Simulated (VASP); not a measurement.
# EuO (Fm-3m) in VASP: relaxation of cell and atoms with PBE

Aim: the relaxation of cell and atoms of EuO with PBE.

Program: VASP 6.6.1. These are calculated values, not measurements. Logs are shortened: lines on timing, memory, paths and dates and some standing lists are left out, and cuts for length are marked.

## 1. The cell of the first run

It takes space group Fm-3m (No. 225, cubic). Conventional cell: a = 5.144 Å, b = 5.144 Å, c = 5.144 Å, α = 90.00°, β = 90.00°, γ = 90.00°. Eu (site symmetry m-3m) has 6 O at 2.57 Å within 3.4 Å. Within 3.4 Å of O (site symmetry m-3m) lie 6 Eu at 2.57 Å.

## 2. Relaxation of cell and atoms, PBE, collinear spin, ferromagnetic start

INCAR

```
SYSTEM = EuO
PREC = Accurate
ENCUT = 600
EDIFF = 1E-6
ISMEAR = 0
SIGMA = 0.1
LREAL = .False.
LASPH = .True.
NELM = 150
ALGO = Normal
ISIF = 3
LWAVE = .False.
LCHARG = .False.
ISPIN = 2
MAGMOM = 7.28 0
LORBIT = 11
LMAXMIX = 6
GGA = PE
IBRION = 2
NSW = 100
EDIFFG = -0.005
LUSENCCL = .False.
```

KPOINTS

```
regular mesh
0
Gamma
  14 14 14
  0 0 0
```

POSCAR

```
EuO
1.0
    0.0000000000      2.5719519658      2.5719519658
    2.5719519658      0.0000000000      2.5719519658
    2.5719519658      2.5719519658      0.0000000000
Eu O
1 1
Direct
    0.5000000000      0.5000000000      0.5000000000
    0.0000000000      0.0000000000      0.0000000000
```

Potentials or basis: VASP PAW PBE potentials, release 64 (Eu, O).

Started as:

```bash
cat potpaw_PBE.64/Eu/POTCAR potpaw_PBE.64/O/POTCAR > POTCAR
mpirun -np 1 vasp_std > vasp.out
```

OUTCAR:

```text
SYSTEM = EuO
   PREC = Accurate
   ENCUT = 600
   EDIFF = 1E-6
   ISMEAR = 0
   LREAL = .False.
   LASPH = .True.
   NELM = 150
   ISIF = 3
   ISPIN = 2
   LORBIT = 11
   GGA = PE
   IBRION = 2
   NSW = 100
   EDIFFG = -0.005

 ion  position               nearest neighbor table
   1  0.500  0.500  0.500-   2 2.57   2 2.57   2 2.57   2 2.57   2 2.57   2 2.57
   2  0.000  0.000  0.000-   1 2.57   1 2.57   1 2.57   1 2.57   1 2.57   1 2.57

  LATTYP: Found a face centered cubic cell.
 ALAT       =     5.1439039316

  Lattice vectors:

 A1 = (   0.0000000000,   2.5719519658,   2.5719519658)
 A2 = (   2.5719519658,   0.0000000000,   2.5719519658)
 A3 = (   2.5719519658,   2.5719519658,   0.0000000000)

Analysis of symmetry for initial positions (statically):
=====================================================================
 Subroutine PRICEL returns:
 Original cell was already a primitive cell.

 Routine SETGRP: Setting up the symmetry group for a
 face centered cubic supercell.

 Subroutine GETGRP returns: Found 48 space group operations
 (whereof 48 operations were pure point group operations)
 out of a pool of 48 trial point group operations.

The static configuration has the point symmetry O_h .

Analysis of symmetry for dynamics (positions and initial velocities):
=====================================================================
 Subroutine PRICEL returns:
 Original cell was already a primitive cell.

 Routine SETGRP: Setting up the symmetry group for a
 face centered cubic supercell.

 Subroutine GETGRP returns: Found 48 space group operations
 (whereof 48 operations were pure point group operations)
 out of a pool of 48 trial point group operations.

The dynamic configuration has the point symmetry O_h .

Analysis of structural, dynamic, and magnetic symmetry:
=====================================================================
 Subroutine PRICEL returns:
 Original cell was already a primitive cell.

 Routine SETGRP: Setting up the symmetry group for a
 face centered cubic supercell.

 Subroutine GETGRP returns: Found 48 space group operations
 (whereof 48 operations were pure point group operations)
 out of a pool of 48 trial point group operations.

The overall configuration has the point symmetry O_h .

 Subroutine INISYM returns: Found 48 space group operations
 (whereof 48 operations are pure point group operations),
 and found     1 'primitive' translations

----------------------------------------------------------------------------------------

                                     Primitive cell

  volume of cell :      34.0266

  direct lattice vectors                    reciprocal lattice vectors
     0.000000000  2.571951966  2.571951966    -0.194404875  0.194404875  0.194404875
     2.571951966  0.000000000  2.571951966     0.194404875 -0.194404875  0.194404875
     2.571951966  2.571951966  0.000000000     0.194404875  0.194404875 -0.194404875

  length of vectors
     3.637289352  3.637289352  3.637289352     0.336719120  0.336719120  0.336719120

  position of ions in fractional coordinates (direct lattice)
     0.500000000  0.500000000  0.500000000
     0.000000000  0.000000000  0.000000000

  ion indices of the primitive-cell ions
   primitive index   ion index
                 1           1
                 2           2

----------------------------------------------------------------------------------------

 KPOINTS: regular mesh

Automatic generation of k-mesh.
 Grid dimensions read from file:
 generate k-points for:   14   14   14

 Generating k-lattice:

  Cartesian coordinates                     Fractional coordinates (reciprocal lattice)
    -0.013886062  0.013886062  0.013886062     0.071428571  0.000000000  0.000000000
     0.013886062 -0.013886062  0.013886062     0.000000000  0.071428571  0.000000000
     0.013886062  0.013886062 -0.013886062     0.000000000  0.000000000  0.071428571

  Length of vectors
     0.024051366  0.024051366  0.024051366

  Shift w.r.t. Gamma in fractional coordinates (k-lattice)
     0.000000000  0.000000000  0.000000000

 Subroutine IBZKPT returns following result:
 ===========================================

 Found    104 irreducible k-points:

 Following reciprocal coordinates:
            Coordinates               Weight
  0.000000  0.000000  0.000000      1.000000
  0.071429  0.000000  0.000000      8.000000
  0.142857  0.000000  0.000000      8.000000
  0.214286  0.000000  0.000000      8.000000
  0.285714  0.000000  0.000000      8.000000
  0.357143  0.000000  0.000000      8.000000
[... 16 lines left out ...]
  0.214286  0.142857  0.000000     24.000000
  0.285714  0.142857  0.000000     24.000000
 [... further k-points ...]
   k-points           NKPTS =    104   k-points in BZ     NKDIM =    104   number of bands    NBANDS=     19
   number of dos      NEDOS =    301   number of ions     NIONS =      2
   total plane-waves  NPLWV =  27000
   dimension x,y,z NGX =    30 NGY =   30 NGZ =   30
   dimension x,y,z NGXF=    60 NGYF=   60 NGZF=   60
   ions per type =               1   1
   NGX,Y,Z   is equivalent  to a cutoff of  13.71, 13.71, 13.71 a.u.
   NGXF,Y,Z  is equivalent  to a cutoff of  27.42, 27.42, 27.42 a.u.
 SYSTEM =  EuO
   PREC   = accura    normal or accurate (medium, high low for compatibility)
   ISTART =      0    job   : 0-new  1-cont  2-samecut
   ICHARG =      2    charge: 1-file 2-atom 10-const
   ISPIN  =      2    spin polarized calculation?
   LNONCOLLINEAR =      F non collinear calculations
   LSORBIT =      F    spin-orbit coupling
   LASPH  =      T    aspherical Exc in radial PAW
   ENCUT  =  600.0 eV  44.10 Ry    6.64 a.u.   7.26  7.26  7.26*2*pi/ulx,y,z
   NELM   =    150;   NELMIN=  2; NELMDL= -5     # of ELM steps
   EDIFF  = 0.1E-05   stopping-criterion for ELM
   LREAL  =      F    real-space projection
   EDIFFG = -.5E-02   stopping-criterion for IOM
   NSW    =    100    number of steps for IOM
   IBRION =      2    ionic relax: 0-MD 1-quasi-New 2-CG
   NFREE  =      1    steps in history (QN), initial steepest desc. (CG)
   ISIF   =      3    stress and relaxation
   ISYM   =      2    0-nonsym 1-usesym 2-fastsym
   POTIM  = 0.5000    time-step for ionic-motion
   TEBEG  =    0.0;   TEEND  =   0.0 temperature during run
   PSTRESS=    0.0 pullay stress
   NELECT =      23.0000    total number of electrons
   NUPDOWN=      -1.0000    fix difference up-down
   EMIN   =  10.00;   EMAX   =-10.00  energy-range for DOS
   EFERMI =   0.00;   METHOD = LEGACY
   ISMEAR =     0;   SIGMA  =   0.10  broadening in eV -4-tet -1-fermi 0-gaus
   EFERMI_NEDOS =   21; number of points for ismear=-14 and -15
   IALGO  =     38    algorithm
   IMIX   =      4    mixing-type and parameters
     AMIX     =   0.40;   BMIX     =  1.00
     AMIX_MAG =   1.60;   BMIX_MAG =  1.00
  volume/ion in A,a.u.               =      17.01       114.81
  Fermi-wavevector in a.u.,A,eV,Ry     =   1.436739  2.715043 28.085410  2.064219
  Thomas-Fermi vector in A             =   2.555894
   LORBIT       =     11    0 simple, 1 ext, 2 COOP (PROOUT), +10 PAW based schemes
   GGA     = PE    functional components
   LHFCALC =     F    Hartree Fock is set to
   AEXX    =    0.0000 exact exchange contribution
   IVDW    =     0    specifies the selected vdW correction
   LEPSILON=     F    determine dielectric tensor
   LRPA    =     F    only Hartree local field effects (RPA)
 conjugate gradient relaxation of ions
 spin polarized calculation
 Gauss-broadening in eV      SIGMA  =   0.10
  energy-cutoff  :      600.00
  volume of cell :       34.03
 maximum number of plane-waves:      1158
 NGX is ok and might be reduce to    30
   NGX = 15   NGY = 15   NGZ = 15

--------------------------------------- Ionic step        1  -------------------------------------------

 number of electron      22.9999999 magnetization       6.9715510

 Free energy of the ion-electron system (eV)
  ---------------------------------------------------
  ext. energy  EPLUGINS =         0.00000000
  ---------------------------------------------------
  free energy    TOTEN  =       -22.02258271 eV

  energy without entropy =      -22.01663810  energy(sigma->0) =      -22.01961041

------------------------ aborting loop because EDIFF is reached ----------------------------------------

  FORCE on cell =-STRESS in cart. coord.  units (eV):
  Direction    XX          YY          ZZ          XY          YZ          ZX
  --------------------------------------------------------------------------------------
  -------------------------------------------------------------------------------------
  Total       -0.9394908     -0.9394908     -0.9394908      0.0000000     -0.0000000     -0.0000000
  in kB      -44.2368884    -44.2368884    -44.2368884      0.0000000     -0.0000000     -0.0000000
  external PRESSURE =     -44.2368884 kB  Pullay stress =       0.0000000 kB
[... 203 lines left out ...]
--------------------------------------- Ionic step        7  -------------------------------------------

 number of electron      23.0000000 magnetization       6.9397874

 Free energy of the ion-electron system (eV)
  ---------------------------------------------------
  ext. energy  EPLUGINS =         0.00000000
  ---------------------------------------------------
  free energy    TOTEN  =       -22.04803509 eV

  energy without entropy =      -22.04146554  energy(sigma->0) =      -22.04475031

 E-fermi :   5.0386     XC(G=0): -11.1476

 val. band max:        5.0266446563   @ k =  -0.0714   0.0714   0.0000
 cond. band min:       5.0444262652   @ k =   0.4286   0.3571   0.0000
 fundamental gap:      0.0177816090
 Fermi energy:         5.0385807913

 spin component 1

 k-point     1 :       0.0000    0.0000    0.0000
  band No.  band energies     occupation
      1     -36.4821      1.00000
      2     -14.8145      1.00000
      3     -14.8145      1.00000
      4     -14.8145      1.00000
      5     -13.8988      1.00000
      6       1.0097      1.00000
[... 505 lines left out ...]
      6      -0.4026      1.00000
[... 11 lines left out ...]
     18       8.6375      0.00000
     19       8.7707      0.00000

 [... further k-points ...]

 spin component 2

 k-point     1 :       0.0000    0.0000    0.0000
  band No.  band energies     occupation
      1     -33.4502      1.00000
      2     -13.9673      1.00000
      3     -12.5255      1.00000
      4     -12.5255      1.00000
      5     -12.5255      1.00000
      6       1.1008      1.00000
[... 505 lines left out ...]
      6      -0.2193      1.00000
[... 11 lines left out ...]
     18      10.2795      0.00000
     19      10.3539      0.00000

 [... further k-points ...]

------------------------ aborting loop because EDIFF is reached ----------------------------------------

  FORCE on cell =-STRESS in cart. coord.  units (eV):
  Direction    XX          YY          ZZ          XY          YZ          ZX
  --------------------------------------------------------------------------------------
  -------------------------------------------------------------------------------------
  Total       -0.0050402     -0.0050402     -0.0050402     -0.0000000      0.0000000      0.0000000
  in kB       -0.2498643     -0.2498643     -0.2498643     -0.0000000      0.0000000      0.0000000
  external PRESSURE =      -0.2498643 kB  Pullay stress =       0.0000000 kB
[... 17 lines left out ...]
  FREE ENERGIE OF THE ION-ELECTRON SYSTEM (eV)
  ---------------------------------------------------
  free  energy   TOTEN  =       -22.0480350856 eV

  energy  without entropy=      -22.0414655420  energy(sigma->0) =      -22.04475031

 reached required accuracy - stopping structural energy minimisation

 total charge

# of ion       s       p       d       f       tot
--------------------------------------------------
    1        2.033   5.768   0.431   6.597  14.829
    2        1.552   3.412   0.000   0.000   4.965
--------------------------------------------------
tot          3.585   9.181   0.431   6.597  19.794

 magnetization (x)

# of ion       s       p       d       f       tot
--------------------------------------------------
    1       -0.012  -0.104   0.148   6.538   6.570
    2       -0.004  -0.092   0.000   0.000  -0.096
--------------------------------------------------
tot         -0.017  -0.196   0.148   6.538   6.474
```

It took 55 min on 1 × NVIDIA H100 80GB with 1 thread of AMD EPYC 7R13 (Zen 3), shared host; peak memory 1.4 GiB.

What came out:

| Property | Result |
| --- | --- |
| Free energy | -22.0480 eV |
| Relaxed volume | 16.16 Å³/atom |
| Relaxed cell | a = 3.575 Å, b = 3.575 Å, c = 3.575 Å, α = 60.00°, β = 60.00°, γ = 60.00° |
| Space group after relaxing (to 0.1 Å) | Fm-3m (No. 225) |
| Energy gained by relaxing | 12.7 meV/atom |
| Ionic steps | 7 |
| Pressure after relaxing | 0.0 GPa |
| Net moment | 6.94 μB per cell |
| Site moments | Eu +6.57; O -0.10 μB |
| Valence electrons inside the program's atomic spheres | Eu 14.83; O 4.96 |

The path:
```csv
step,energy change (eV),largest force (eV/Å),pressure (GPa),volume (Å³)
1,0.0000,0.0000,-4.42,34.03
2,-0.0228,0.0000,1.68,31.77
3,-0.0255,0.0000,-0.08,32.29
4,-0.0255,0.0000,-0.27,32.25
5,-0.0247,0.0000,0.89,32.01
6,-0.0254,0.0000,0.27,32.19
7,-0.0255,0.0000,-0.02,32.32
```

Final structure:
```
Eu O
1.0
     0.00000    2.52817    2.52817
     2.52817    0.00000    2.52817
     2.52817    2.52817    0.00000
Eu O
1 1
Direct
  0.50000 0.50000 0.50000
  0.00000 0.00000 0.00000
```

Caveat: spin-orbit coupling is left out, which moves the levels of the heavy elements; a cell with one magnetic atom can't hold antiferromagnetic order, which such compounds often take; semilocal functionals describe open f shells poorly, which spoils levels, moments and volumes.
